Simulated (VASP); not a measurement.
# OsRu (P6_3/mmc) in VASP: single point with LDA

Aim: the single point of OsRu with LDA.

Program: VASP 6.6.1. These are calculated values, not measurements. Logs are shortened: lines on timing, memory, paths and dates and some standing lists are left out, and cuts for length are marked.

### 1 The cell of the first run

The structure is hexagonal, space group P6_3/mmc (No. 194). Conventional cell: a = 3.709 Å, b = 3.709 Å, c = 5.214 Å, α = 90.00°, β = 90.00°, γ = 120.00°. Ru (site symmetry -3m) has 6 Os at 2.51 Å and 2 Ru at 2.61 Å within 3.3 Å. Within 3.4 Å of Os (site symmetry -6m2) lie 6 Ru at 2.51 Å and 6 Os at 3.37 Å.

### 2 Single point, LDA

Input file INCAR:

```
SYSTEM = OsRu
PREC = Accurate
ENCUT = 560
EDIFF = 1E-6
ISMEAR = -1
SIGMA = 0.1
LREAL = .FALSE.
LASPH = .TRUE.
NELM = 120
ALGO = Normal
ISIF = 2
LWAVE = .FALSE.
LCHARG = .FALSE.
NBANDS = 40
GGA_COMPAT = .FALSE.
```

Input file KPOINTS:

```
regular mesh
0
G
  10 10 6
  0 0 0
```

Input file POSCAR:

```
OsRu
1.0
    1.8542817373      3.2117101806      0.0000000000
   -1.8542817373      3.2117101806      0.0000000000
    0.0000000000      0.0000000000      5.2135891683
Ru Os
2 2
Direct
    0.0000000000      0.0000000000      0.0000000000
    0.0000000000      0.0000000000      0.5000000000
    0.3333333333      0.3333333333      0.2500000000
    0.6666666667      0.6666666667      0.7500000000
```

Potentials or basis: VASP PAW LDA potentials, release 64 (Ru_sv, Os_sv_GW).

The run is started by

```
cat potpaw_LDA.64/Ru_sv/POTCAR potpaw_LDA.64/Os_sv_GW/POTCAR > POTCAR
mpirun -np 1 vasp_std > vasp.out
```

OUTCAR:

```text
SYSTEM = OsRu
   PREC = Accurate
   ENCUT = 560
   EDIFF = 1E-6
   ISMEAR = -1
   LREAL = .FALSE.
   LASPH = .TRUE.
   NELM = 120
   ISIF = 2

 ion  position               nearest neighbor table
   1  0.000  0.000  0.000-   3 2.51   4 2.51   4 2.51   4 2.51   3 2.51   3 2.51   2 2.61   2 2.61

   2  0.000  0.000  0.500-   3 2.51   4 2.51   4 2.51   4 2.51   3 2.51   3 2.51   1 2.61   1 2.61

   3  0.333  0.333  0.250-   1 2.51   2 2.51   1 2.51   2 2.51   1 2.51   2 2.51
   4  0.667  0.667  0.750-   1 2.51   2 2.51   1 2.51   2 2.51   1 2.51   2 2.51

  LATTYP: Found a hexagonal cell.
 ALAT       =     3.7085634746
 C/A-ratio  =     1.4058244396

  Lattice vectors:

 A1 = (   1.8542817373,  -3.2117101806,   0.0000000000)
 A2 = (   1.8542817373,   3.2117101806,   0.0000000000)
 A3 = (   0.0000000000,   0.0000000000,   5.2135891683)

Analysis of symmetry for initial positions (statically):
=====================================================================
 Subroutine PRICEL returns:
 Original cell was already a primitive cell.

 Routine SETGRP: Setting up the symmetry group for a
 hexagonal supercell.

 Subroutine GETGRP returns: Found 24 space group operations
 (whereof 12 operations were pure point group operations)
 out of a pool of 24 trial point group operations.

The static configuration has the point symmetry D_3d.
 The point group associated with its full space group is D_6h.

Analysis of symmetry for dynamics (positions and initial velocities):
=====================================================================
 Subroutine PRICEL returns:
 Original cell was already a primitive cell.

 Routine SETGRP: Setting up the symmetry group for a
 hexagonal supercell.

 Subroutine GETGRP returns: Found 24 space group operations
 (whereof 12 operations were pure point group operations)
 out of a pool of 24 trial point group operations.

The dynamic configuration has the point symmetry D_3d.
 The point group associated with its full space group is D_6h.

 Subroutine INISYM returns: Found 24 space group operations
 (whereof 12 operations are pure point group operations),
 and found     1 'primitive' translations

----------------------------------------------------------------------------------------

                                     Primitive cell

  volume of cell :      62.0982

  direct lattice vectors                    reciprocal lattice vectors
     1.854281737  3.211710181  0.000000000     0.269646187  0.155680299  0.000000000
    -1.854281737  3.211710181  0.000000000    -0.269646187  0.155680299  0.000000000
     0.000000000  0.000000000  5.213589168     0.000000000  0.000000000  0.191806444

  length of vectors
     3.708563475  3.708563475  5.213589168     0.311360597  0.311360597  0.191806444

  position of ions in fractional coordinates (direct lattice)
     0.000000000  0.000000000  0.000000000
     0.000000000  0.000000000  0.500000000
     0.333333333  0.333333333  0.250000000
     0.666666667  0.666666667  0.750000000

  ion indices of the primitive-cell ions
   primitive index   ion index
                 1           1
                 2           2
                 3           3
                 4           4

----------------------------------------------------------------------------------------

 KPOINTS: regular mesh

Automatic generation of k-mesh.
 Grid dimensions read from file:
 generate k-points for:   10   10    6

 Generating k-lattice:

  Cartesian coordinates                     Fractional coordinates (reciprocal lattice)
     0.026964619  0.015568030  0.000000000     0.100000000  0.000000000  0.000000000
    -0.026964619  0.015568030  0.000000000     0.000000000  0.100000000  0.000000000
     0.000000000  0.000000000  0.031967741     0.000000000  0.000000000  0.166666667

  Length of vectors
     0.031136060  0.031136060  0.031967741

  Shift w.r.t. Gamma in fractional coordinates (k-lattice)
     0.000000000  0.000000000  0.000000000

 Subroutine IBZKPT returns following result:
 ===========================================

 Found     56 irreducible k-points:

 Following reciprocal coordinates:
            Coordinates               Weight
  0.000000  0.000000  0.000000      1.000000
  0.100000  0.000000  0.000000      6.000000
  0.200000  0.000000  0.000000      6.000000
  0.300000  0.000000  0.000000      6.000000
  0.400000  0.000000  0.000000      6.000000
  0.500000  0.000000  0.000000      3.000000
[... 16 lines left out ...]
  0.400000  0.100000  0.166667     24.000000
  0.500000  0.100000  0.166667     24.000000
 [... further k-points ...]
   k-points           NKPTS =     56   k-points in BZ     NKDIM =     56   number of bands    NBANDS=     40
   number of dos      NEDOS =    301   number of ions     NIONS =      4
   total plane-waves  NPLWV =  36000
   dimension x,y,z NGX =    30 NGY =   30 NGZ =   40
   dimension x,y,z NGXF=    60 NGYF=   60 NGZF=   80
   ions per type =               2   2
   NGX,Y,Z   is equivalent  to a cutoff of  13.45, 13.45, 12.75 a.u.
   NGXF,Y,Z  is equivalent  to a cutoff of  26.90, 26.90, 25.51 a.u.
 SYSTEM =  OsRu
   PREC   = accura    normal or accurate (medium, high low for compatibility)
   ISTART =      0    job   : 0-new  1-cont  2-samecut
   ICHARG =      2    charge: 1-file 2-atom 10-const
   ISPIN  =      1    spin polarized calculation?
   LNONCOLLINEAR =      F non collinear calculations
   LSORBIT =      F    spin-orbit coupling
   LASPH  =      T    aspherical Exc in radial PAW
   ENCUT  =  560.0 eV  41.16 Ry    6.42 a.u.   7.16  7.16 10.06*2*pi/ulx,y,z
   NELM   =    120;   NELMIN=  2; NELMDL= -5     # of ELM steps
   EDIFF  = 0.1E-05   stopping-criterion for ELM
   LREAL  =      F    real-space projection
   EDIFFG = 0.1E-04   stopping-criterion for IOM
   NSW    =      0    number of steps for IOM
   IBRION =     -1    ionic relax: 0-MD 1-quasi-New 2-CG
   NFREE  =      0    steps in history (QN), initial steepest desc. (CG)
   ISIF   =      2    stress and relaxation
   ISYM   =      2    0-nonsym 1-usesym 2-fastsym
   POTIM  = 0.5000    time-step for ionic-motion
   TEBEG  =    0.0;   TEEND  =   0.0 temperature during run
   PSTRESS=    0.0 pullay stress
   NELECT =      64.0000    total number of electrons
   NUPDOWN=      -1.0000    fix difference up-down
   EMIN   =  10.00;   EMAX   =-10.00  energy-range for DOS
   EFERMI =   0.00;   METHOD = LEGACY
   ISMEAR =    -1;   SIGMA  =   0.10  broadening in eV -4-tet -1-fermi 0-gaus
   EFERMI_NEDOS =   21; number of points for ismear=-14 and -15
   IALGO  =     38    algorithm
   IMIX   =      4    mixing-type and parameters
     AMIX     =   0.40;   BMIX     =  1.00
     AMIX_MAG =   1.60;   BMIX_MAG =  1.00
  volume/ion in A,a.u.               =      15.52       104.76
  Fermi-wavevector in a.u.,A,eV,Ry     =   1.653643  3.124933 37.205628  2.734537
  Thomas-Fermi vector in A             =   2.742047
   LORBIT       =      0    0 simple, 1 ext, 2 COOP (PROOUT), +10 PAW based schemes
   GGA     = CA    functional components
   LHFCALC =     F    Hartree Fock is set to
   AEXX    =    0.0000 exact exchange contribution
   IVDW    =     0    specifies the selected vdW correction
   LEPSILON=     F    determine dielectric tensor
   LRPA    =     F    only Hartree local field effects (RPA)
 non-spin polarized calculation
  energy-cutoff  :      560.00
  volume of cell :       62.10
 maximum number of plane-waves:      1898
 NGX is ok and might be reduce to    30
   NGX = 15   NGY = 15   NGZ = 21

 number of electron      64.0000000 magnetization

 Free energy of the ion-electron system (eV)
  ---------------------------------------------------
  ext. energy  EPLUGINS =         0.00000000
  ---------------------------------------------------
  free energy    TOTEN  =       -44.26327128 eV

  energy without entropy =      -44.08157380  energy(sigma->0) =      -44.17242254

 E-fermi :  12.1722     XC(G=0): -13.7340

 val. band max:       12.1702295801   @ k =   0.4000   0.2000   0.3333
 cond. band min:      12.1741360118   @ k =   0.3000   0.0000   0.5000
 fundamental gap:      0.0039064317
 Fermi energy:        12.1721621763

 k-point     1 :       0.0000    0.0000    0.0000
  band No.  band energies     occupation
      1     -73.6334      2.00000
      2     -73.6273      2.00000
      3     -60.5674      2.00000
      4     -60.4832      2.00000
      5     -33.3942      2.00000
      6     -33.3942      2.00000
[... 32 lines left out ...]
     39      16.5768      0.00000
     40      22.9654      0.00000

 k-point     2 :       0.1000    0.0000    0.0000
  band No.  band energies     occupation
      1     -73.6331      2.00000
      2     -73.6276      2.00000
      3     -60.5677      2.00000
      4     -60.4829      2.00000
      5     -33.4038      2.00000
      6     -33.3979      2.00000
[... 32 lines left out ...]
     39      16.5526      0.00000
     40      22.2632      0.00000

 k-point     3 :       0.2000    0.0000    0.0000
  band No.  band energies     occupation
      1     -73.6322      2.00000
      2     -73.6277      2.00000
      3     -60.5684      2.00000
      4     -60.4824      2.00000
      5     -33.4247      2.00000
      6     -33.4166      2.00000
[... 32 lines left out ...]
     39      16.5805      0.00000
     40      19.5988      0.00000

 k-point     4 :       0.3000    0.0000    0.0000
  band No.  band energies     occupation
      1     -73.6316      2.00000
      2     -73.6279      2.00000
      3     -60.5694      2.00000
      4     -60.4817      2.00000
      5     -33.4491      2.00000
      6     -33.4465      2.00000
[... 32 lines left out ...]
     39      16.6309      0.00000
     40      17.0562      0.00000
[... 772 lines left out ...]
     39      17.8590      0.00000
     40      18.6331      0.00000

 k-point    23 :       0.4000    0.1000    0.1667
  band No.  band energies     occupation
      1     -73.6306      2.00000
      2     -73.6283      2.00000
      3     -60.5641      2.00000
      4     -60.4873      2.00000
      5     -33.4663      2.00000
      6     -33.4329      2.00000
[... 32 lines left out ...]
     39      16.1345      0.00000
     40      17.8695      0.00000

 k-point    24 :       0.5000    0.1000    0.1667
  band No.  band energies     occupation
      1     -73.6301      2.00000
      2     -73.6287      2.00000
      3     -60.5646      2.00000
      4     -60.4870      2.00000
      5     -33.4746      2.00000
      6     -33.4541      2.00000
[... 32 lines left out ...]
     39      15.6455      0.00000
     40      16.8256      0.00000

 [... further k-points ...]
[... 5 lines left out ...]
  --------------------------------------------------------------------------------------
  -------------------------------------------------------------------------------------
  Total        2.0159267      2.0159267      2.0089858     -0.0000000      0.0000000     -0.0000000
  in kB       52.0123470     52.0123470     51.8332663     -0.0000000      0.0000000     -0.0000000
  external PRESSURE =      51.9526534 kB  Pullay stress =       0.0000000 kB

 VOLUME and BASIS-vectors are now :
 -----------------------------------------------------------------------------
  energy-cutoff  :      560.00
  volume of cell :       62.10
      direct lattice vectors                 reciprocal lattice vectors
     1.854281737  3.211710181  0.000000000     0.269646187  0.155680299  0.000000000
    -1.854281737  3.211710181  0.000000000    -0.269646187  0.155680299  0.000000000
     0.000000000  0.000000000  5.213589168     0.000000000  0.000000000  0.191806444

 POSITION                                       TOTAL-FORCE (eV/Angst)
 -----------------------------------------------------------------------------------
      0.00000      0.00000      0.00000         0.000000      0.000000      0.000000
      0.00000      0.00000      2.60679         0.000000      0.000000      0.000000
      0.00000      2.14114      1.30340        -0.000000     -0.000000     -0.000000
      0.00000      4.28228      3.91019         0.000000      0.000000     -0.000000
 -----------------------------------------------------------------------------------
    total drift:                               -0.000000      0.000000     -0.000000

  FREE ENERGIE OF THE ION-ELECTRON SYSTEM (eV)
  ---------------------------------------------------
  free  energy   TOTEN  =       -44.2632712786 eV

  energy  without entropy=      -44.0815738002  energy(sigma->0) =      -44.17242254
```

It took 2.2 min on 1 thread of Intel Xeon Platinum 8259CL at 2.50GHz (Skylake/Cascade Lake), shared host; peak memory 0.25 GiB.

What came out:

| Quantity | Value |
| --- | --- |
| Free energy | -44.2633 eV |
| Pressure | 5.2 GPa |
| Band gap on the k mesh | zero (bands 32 and 33 overlap by 1.32 eV) |

Caveat: the cell stands under pressure; spin-orbit coupling is left out, which moves the levels of the heavy elements.
